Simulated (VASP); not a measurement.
# NbTeN (P4/nmm) in VASP: notebook

The runs below take NbTeN through single point, with PBEsol.

All numbers are computed with VASP 6.6.1; they aren't measurements. Logs are shortened: lines on timing, memory, paths and dates and some standing lists are left out, and cuts for length are marked.

**1. The cell of the first run**

The structure is tetragonal, space group P4/nmm (No. 129). The conventional cell has a = 3.552 Å, b = 3.552 Å, c = 9.460 Å, α = 90.00°, β = 90.00°, γ = 90.00°. Within 2.8 Å of Nb (site symmetry 4mm) lie 4 N at 2.08 Å. Within 4.0 Å of Te (site symmetry 4mm) lie 5 Nb at 3.07 to 3.93 Å and 4 N at 3.36 Å and 4 Te at 3.55 Å. Within 2.8 Å of N (site symmetry -4m2) lie 4 Nb at 2.08 Å and 4 N at 2.51 Å.

**2. Single point, PBEsol**

INCAR reads:

```
SYSTEM = NbTeN
PREC     = Accurate       ! precision mode
ENCUT    = 520            ! plane-wave cutoff, eV
EDIFF    = 1E-6           ! SCF threshold, eV
ISMEAR   = -1             ! smearing method
SIGMA    = 0.05           ! smearing width, eV
LREAL    = .False.        ! projectors in reciprocal space
LASPH    = .True.         ! aspherical terms in the spheres
NELM     = 80             ! most SCF steps
ALGO     = Normal         ! electronic algorithm
ISIF     = 2              ! what is computed and relaxed
LWAVE    = .False.        ! write WAVECAR
LCHARG   = .True.         ! write CHGCAR
GGA      = PS             ! functional
LELF     = .True.         ! ELF
LVHAR    = .True.       
NBANDS   = 33             ! bands
```

KPOINTS reads:

```
Automatic mesh
0
Gamma
  5 5 2
  0 0 0
```

POSCAR reads:

```
NbTeN
1.0
    3.5521253221      0.0000000000      0.0000000000
    0.0000000000      3.5521253221      0.0000000000
    0.0000000000      0.0000000000      9.4604841053
Nb Te N
2 2 2
Direct
    0.5000000000      0.0000000000      0.1143750000
    0.0000000000      0.5000000000      0.8856250000
    0.5000000000      0.0000000000      0.6986270000
    0.0000000000      0.5000000000      0.3013730000
    0.5000000000      0.5000000000      0.0000000000
    0.0000000000      0.0000000000      0.0000000000
```

Potentials or basis: VASP PAW PBE potentials, release 64 (Nb_sv, Te, N).

Started as:

```bash
> cat potpaw_PBE.64/Nb_sv/POTCAR potpaw_PBE.64/Te/POTCAR potpaw_PBE.64/N/POTCAR > POTCAR
> mpirun -np 1 vasp_std > vasp.out
```

OUTCAR:

```text
SYSTEM = NbTeN
   PREC = Accurate
   ENCUT = 520
   EDIFF = 1E-6
   ISMEAR = -1
   LREAL = .False.
   LASPH = .True.
   NELM = 80
   ISIF = 2
   GGA = PS

 ion  position               nearest neighbor table
   1  0.500  0.000  0.114-   5 2.08   6 2.08   5 2.08   6 2.08   4 3.07   4 3.07   4 3.07   4 3.07

   2  0.000  0.500  0.886-   5 2.08   6 2.08   6 2.08   5 2.08   3 3.07   3 3.07   3 3.07   3 3.07

   3  0.500  0.000  0.699-   2 3.07   2 3.07   2 3.07   2 3.07
   4  0.000  0.500  0.301-   1 3.07   1 3.07   1 3.07   1 3.07
   5  0.500  0.500  0.000-   1 2.08   2 2.08   1 2.08   2 2.08
   6  0.000  0.000  0.000-   1 2.08   2 2.08   2 2.08   1 2.08

  LATTYP: Found a simple tetragonal cell.
 ALAT       =     3.5521253221
 C/A-ratio  =     2.6633306112

  Lattice vectors:

 A1 = (   3.5521253221,   0.0000000000,   0.0000000000)
 A2 = (   0.0000000000,   3.5521253221,   0.0000000000)
 A3 = (   0.0000000000,   0.0000000000,   9.4604841053)

Analysis of symmetry for initial positions (statically):
=====================================================================
 Subroutine PRICEL returns:
 Original cell was already a primitive cell.

 Routine SETGRP: Setting up the symmetry group for a
 simple tetragonal supercell.

 Subroutine GETGRP returns: Found 16 space group operations
 (whereof  8 operations were pure point group operations)
 out of a pool of 16 trial point group operations.

The static configuration has the point symmetry D_2d.
 The point group associated with its full space group is D_4h.

Analysis of symmetry for dynamics (positions and initial velocities):
=====================================================================
 Subroutine PRICEL returns:
 Original cell was already a primitive cell.

 Routine SETGRP: Setting up the symmetry group for a
 simple tetragonal supercell.

 Subroutine GETGRP returns: Found 16 space group operations
 (whereof  8 operations were pure point group operations)
 out of a pool of 16 trial point group operations.

The dynamic configuration has the point symmetry D_2d.
 The point group associated with its full space group is D_4h.

 Subroutine INISYM returns: Found 16 space group operations
 (whereof  8 operations are pure point group operations),
[... 87 lines left out ...]
   LSORBIT =      F    spin-orbit coupling
   LASPH  =      T    aspherical Exc in radial PAW
   ENCUT  =  520.0 eV  38.22 Ry    6.18 a.u.   6.60  6.60 17.59*2*pi/ulx,y,z
   NELM   =     80;   NELMIN=  2; NELMDL= -5     # of ELM steps
   EDIFF  = 0.1E-05   stopping-criterion for ELM
   LREAL  =      F    real-space projection
   EDIFFG = 0.1E-04   stopping-criterion for IOM
   NSW    =      0    number of steps for IOM
   IBRION =     -1    ionic relax: 0-MD 1-quasi-New 2-CG
   NFREE  =      0    steps in history (QN), initial steepest desc. (CG)
   ISIF   =      2    stress and relaxation
   ISYM   =      2    0-nonsym 1-usesym 2-fastsym
   POTIM  = 0.5000    time-step for ionic-motion
   TEBEG  =    0.0;   TEEND  =   0.0 temperature during run
   PSTRESS=    0.0 pullay stress
   NELECT =      48.0000    total number of electrons
   NUPDOWN=      -1.0000    fix difference up-down
   EMIN   =  10.00;   EMAX   =-10.00  energy-range for DOS
   EFERMI =   0.00;   METHOD = LEGACY
   ISMEAR =    -1;   SIGMA  =   0.05  broadening in eV -4-tet -1-fermi 0-gaus
   EFERMI_NEDOS =   21; number of points for ismear=-14 and -15
   IALGO  =     38    algorithm
   IMIX   =      4    mixing-type and parameters
     AMIX     =   0.40;   BMIX     =  1.00
     AMIX_MAG =   1.60;   BMIX_MAG =  1.00
  volume/ion in A,a.u.               =      19.89       134.26
  Fermi-wavevector in a.u.,A,eV,Ry     =   1.208348  2.283446 19.865925  1.460104
  Thomas-Fermi vector in A             =   2.343958
   LORBIT       =      0    0 simple, 1 ext, 2 COOP (PROOUT), +10 PAW based schemes
   GGA     = PS    functional components
   LHFCALC =     F    Hartree Fock is set to
   AEXX    =    0.0000 exact exchange contribution
   IVDW    =     0    specifies the selected vdW correction
   LEPSILON=     F    determine dielectric tensor
   LRPA    =     F    only Hartree local field effects (RPA)
 non-spin polarized calculation
  energy-cutoff  :      520.00
  volume of cell :      119.37
 maximum number of plane-waves:      3235
 NGX is ok and might be reduce to    28
   NGX = 13   NGY = 13   NGZ = 35

 number of electron      48.0000003 magnetization

 Free energy of the ion-electron system (eV)
  ---------------------------------------------------
  ext. energy  EPLUGINS =         0.00000000
  ---------------------------------------------------
  free energy    TOTEN  =       -50.14311565 eV

  energy without entropy =      -50.09994597  energy(sigma->0) =      -50.12153081

 E-fermi :   7.4987     XC(G=0): -10.4647

 val. band max:        7.4792142154   @ k =   0.4000   0.4000   0.5000
 cond. band min:       7.5042886809   @ k =   0.4000   0.4000   0.0000
 fundamental gap:      0.0250744656
 Fermi energy:         7.4986641593

 k-point     1 :       0.0000    0.0000    0.0000
  band No.  band energies     occupation
      1     -48.4561      2.00000
      2     -48.4090      2.00000
      3     -24.7912      2.00000
      4     -24.5436      2.00000
      5     -24.5436      2.00000
      6     -24.4800      2.00000
[... 421 lines left out ...]
     32      10.4257      0.00000
     33      11.5983      0.00000

------------------------ aborting loop because EDIFF is reached ----------------------------------------

  FORCE on cell =-STRESS in cart. coord.  units (eV):
  Direction    XX          YY          ZZ          XY          YZ          ZX
  --------------------------------------------------------------------------------------
  -------------------------------------------------------------------------------------
  Total       -2.3989559     -2.3989559     -2.1097381      0.0000000     -0.0000000      0.0000000
  in kB      -32.1990403    -32.1990403    -28.3171290      0.0000000     -0.0000000      0.0000000
  external PRESSURE =     -30.9050699 kB  Pullay stress =       0.0000000 kB

 VOLUME and BASIS-vectors are now :
 -----------------------------------------------------------------------------
  energy-cutoff  :      520.00
  volume of cell :      119.37
      direct lattice vectors                 reciprocal lattice vectors
     3.552125322  0.000000000  0.000000000     0.281521599  0.000000000  0.000000000
     0.000000000  3.552125322  0.000000000     0.000000000  0.281521599  0.000000000
     0.000000000  0.000000000  9.460484105     0.000000000  0.000000000  0.105702836

 POSITION                                       TOTAL-FORCE (eV/Angst)
 -----------------------------------------------------------------------------------
      1.77606      0.00000      1.08204        -0.000000      0.000000     -0.557279
      0.00000      1.77606      8.37844         0.000000     -0.000000      0.557279
      1.77606      0.00000      6.60935         0.000000      0.000000      0.025565
      0.00000      1.77606      2.85113        -0.000000      0.000000     -0.025565
      1.77606      1.77606      0.00000        -0.000000      0.000000      0.000000
      0.00000      0.00000      0.00000         0.000000      0.000000      0.000000
 -----------------------------------------------------------------------------------
    total drift:                                0.000000      0.000000      0.000000

  FREE ENERGIE OF THE ION-ELECTRON SYSTEM (eV)
  ---------------------------------------------------
  free  energy   TOTEN  =       -50.1431156512 eV

  energy  without entropy=      -50.0999459654  energy(sigma->0) =      -50.12153081
```

Wall time 50 s (1 thread of AMD EPYC 7R13 (Zen 3), shared host); peak memory 0.2 GiB.

What came out:

```yaml
Free_energy: -50.1431 eV
Pressure: -3.1 GPa
Largest_force: 0.557 eV/Å
Band_gap_on_the_k_mesh: zero (bands 24 and 25 overlap by 0.33 eV)
```

Forces in eV/Å, atoms in the order of the input:
```
Nb   0.000  0.000 -0.557
Nb   0.000  0.000  0.557
Te   0.000  0.000  0.026
Te   0.000  0.000 -0.026
N    0.000  0.000  0.000
N    0.000  0.000  0.000
```

Caveat: the cell stands under tension; the PAW data sets were made with another functional, which shifts forces and pressure a little; spin-orbit coupling is left out, which moves the levels of the heavy elements; this functional lacks dispersion, which binds layers or chains, so the pressure and a relaxed spacing across them are unreliable.

**3. Single point, PBEsol**

This run uses another cell than the first one, of 20.44 Å³/atom.

INCAR reads:

```
  PREC = Accurate
  ENCUT = 520
  EDIFF = 1E-6
  ISMEAR = -1
  SIGMA = 0.05
  LREAL = False
  LASPH = True
  NELM = 60
  ALGO = Normal
  ISIF = 2
  LWAVE = False
  LCHARG = False
  GGA = PS
  NBANDS = 33
```

KPOINTS reads:

```
Automatic mesh
0
Gamma
  5 5 2
```

POSCAR, as its differences from that of step 2:

```diff
@@ -2,5 +2,5 @@
 1.0
-    3.5521253221      0.0000000000      0.0000000000
-    0.0000000000      3.5521253221      0.0000000000
-    0.0000000000      0.0000000000      9.4604841053
+    3.5842730000      0.0000000000      0.0000000000
+    0.0000000000      3.5842730000      0.0000000000
+    0.0000000000      0.0000000000      9.5461040000
 Nb Te N
```

Potentials or basis: VASP PAW PBE potentials, release 64 (Nb_sv, Te, N).

Started as:

```bash
> cat potpaw_PBE.64/Nb_sv/POTCAR potpaw_PBE.64/Te/POTCAR potpaw_PBE.64/N/POTCAR > POTCAR
> mpirun -np 1 vasp_std > vasp.out
```

Wall time 51 s (1 thread of AMD EPYC 7R13 (Zen 3), shared host); peak memory 0.2 GiB.

The run converged. Its results:

```yaml
Free_energy: -50.0477 eV
Pressure: -6.3 GPa
Largest_force: 0.970 eV/Å
Band_gap_on_the_k_mesh: zero (bands 24 and 25 overlap by 0.29 eV)
```

Forces in eV/Å, atoms in the order of the input:
```
Nb   0.000  0.000 -0.970
Nb   0.000  0.000  0.970
Te   0.000  0.000  0.230
Te   0.000  0.000 -0.230
N    0.000  0.000  0.000
N    0.000  0.000  0.000
```

Stress tensor (GPa, compression positive):
```
-6.73  0.00  0.00
 0.00 -6.73  0.00
 0.00  0.00 -5.51
```

Levels at points of the mesh, in eV from the Fermi level:
```csv
k point,band 22,band 23,band 24,band 25,band 26,band 27
"(0.00, 0.00, 0.00)",-0.40,-0.09,0.15,0.40,0.40,1.10
"(0.00, 0.00, 0.50)",-0.29,-0.09,0.28,0.28,0.29,1.10
```

Caveat: the cell stands under tension; the PAW data sets were made with another functional, which shifts forces and pressure a little; spin-orbit coupling is left out, which moves the levels of the heavy elements; this functional lacks dispersion, which binds layers or chains, so the pressure and a relaxed spacing across them are unreliable.

The gap in the log of VASP goes by the Fermi energy; the results here count the filled bands.